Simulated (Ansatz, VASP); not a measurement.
# Ga2Sb2CO in VASP and in Ansatz

INCAR

```
PREC = Accurate ; ENCUT = 520
EDIFF = 1E-7 ; ISMEAR = 0
SIGMA = 0.1 ; LREAL = False
LASPH = True ; NELM = 60
ALGO = Normal ; ISIF = 2
LWAVE = False ; LCHARG = True
LDIPOL = True ; IDIPOL = 3
DIPOL = 0.5 0.5 0.361 ; GGA = PE
IVDW = 12 ; LELF = True
LVHAR = True ; LVACPOTAV = True
NBANDS = 32
```

Contents of KPOINTS:

```
Automatic mesh
0
Gamma
  6 6 1
```

POSCAR

```
Ga2Sb2CO
1.0
    4.3343814621      0.0000000000      0.0000000000
   -2.1671907311      3.7536844559      0.0000000000
    0.0000000000      0.0000000000     23.3197422777
Sb Ga O C
2 2 1 1
Direct
    0.0000000000      0.0000000000      0.1715284823
    0.3333333333      0.6666666667      0.3301590654
    0.3333333333      0.6666666667      0.2094685204
    0.6666666667      0.3333333333      0.3632005095
    1.1111111111      0.4444444444      0.5218643557
    1.1111111111      0.4444444444      0.5711787943
```

Input for Ansatz:

```yaml
crystal:
  lattice:
    - [4.3343814621, 0.0, 0.0]
    - [-2.1671907311, 3.7536844559, 0.0]
    - [0.0, 0.0, 23.3197422777]
  atoms:
    - { symbol: Sb, position: [0.0, 0.0, 0.1715284823] }
    - { symbol: Ga, position: [0.3333333333, 0.6666666667, 0.2094685204] }
    - { symbol: Sb, position: [0.3333333333, 0.6666666667, 0.3301590654] }
    - { symbol: Ga, position: [0.6666666667, 0.3333333333, 0.3632005095] }
    - { symbol: O, position: [1.1111111111, 0.4444444444, 0.5218643557] }
    - { symbol: C, position: [1.1111111111, 0.4444444444, 0.5711787943] }
basis:
  ecutwfc: 420
kpoints:
  mp_grid: { grid: [6, 6, 1] }
hamiltonian:
  xc: pbe
  pseudopotentials: { kind: paw, azcp: { folder: soft_1 } }
  dispersion: d3bj
scf:
  occupations: { method: gaussian, width: 0.1 }
output:
  forces: true
  eigenvalues: true
efield:
  axis: 3
  dipole_correction: true
  ramp_width: 0.04
```

Alike in both runs: task single point; functional PBE; dispersion D3(BJ); k mesh 6 × 6 × 1; occupations gaussian, width 0.1 eV; no spin polarisation.

```csv
,VASP,Ansatz
version,VASP 6.6.1,Ansatz 0.2.0
potentials or method,"VASP PAW PBE potentials, release 64 (Sb, Ga_d, O, C), cutoff 520 eV","scalar-relativistic, plane waves, PAW"
valence electrons in the cell,46,66
```

Ansatz gave:

- gap on the k mesh at the Fermi level (eV): 0.04
- least direct gap on the mesh (eV): 0.15
- rms of the force components (eV/Å): 0.508

Q: Estimate VASP's values.

A: gap on the k mesh at the Fermi level (eV): 0.04; least direct gap on the mesh (eV): 0.14; rms of the force components (eV/Å): 0.240.

One of these differences is far larger than is usual between the two programs; its cause wasn't traced. VASP's potentials hold 46 valence electrons a cell and Ansatz's 66, so a difference there can come from the potentials and not from the codes.

Spin-orbit coupling is off throughout. Noted on VASP's run: the standard files for N, O and F lose accuracy on very short bonds.
